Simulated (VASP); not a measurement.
Input of a VASP 6.6.1 run:

The input INCAR:

```
PREC = Accurate
ENCUT = 520
EDIFF = 1E-7
ISMEAR = 0
SIGMA = 0.1
LREAL = False
LASPH = True
NELM = 150
ALGO = Normal
ISIF = 2
LWAVE = False
LCHARG = False
ISPIN = 2
MAGMOM = 0 0 0 0 0 1 1 1
LORBIT = 11
GGA = PE
NBANDS = 31
```

File KPOINTS:

```
regular mesh
0
Gamma
  6 6 6
```

The input POSCAR:

```
Si4BN3
1.0
   -2.1807035853      2.1807035853      4.3821297612
    2.1807035853     -2.1807035853      4.3821297612
    2.1807035853      2.1807035853     -4.3821297612
Si B N
4 1 3
Direct
    0.3823572587      0.8734917851      0.0000000000
    0.8734917851      0.3823572587      0.0000000000
    0.1265082149      0.1265082149      0.5088654736
    0.6176427413      0.6176427413      0.4911345264
    0.0000000000      0.0000000000      0.0000000000
    0.7500000000      0.2500000000      0.5000000000
    0.2500000000      0.7500000000      0.5000000000
    0.5000000000      0.5000000000      0.0000000000
```

Potentials or basis: VASP PAW PBE potentials, release 64 (Si, B, N).

Command:

```sh
$ cat potpaw_PBE.64/Si/POTCAR potpaw_PBE.64/B/POTCAR potpaw_PBE.64/N/POTCAR > POTCAR
$ mpirun -np 1 vasp_std > vasp.out
```

**Question.** Predict the net moment.

**Answer.** 0.00 μB per cell.

**Question.** What does it give for the pressure?

**Answer.** -0.7 GPa.

Stress tensor (GPa, compression positive):
```
-0.24  0.00  0.00
 0.00 -0.24  0.00
 0.00  0.00 -1.69
```
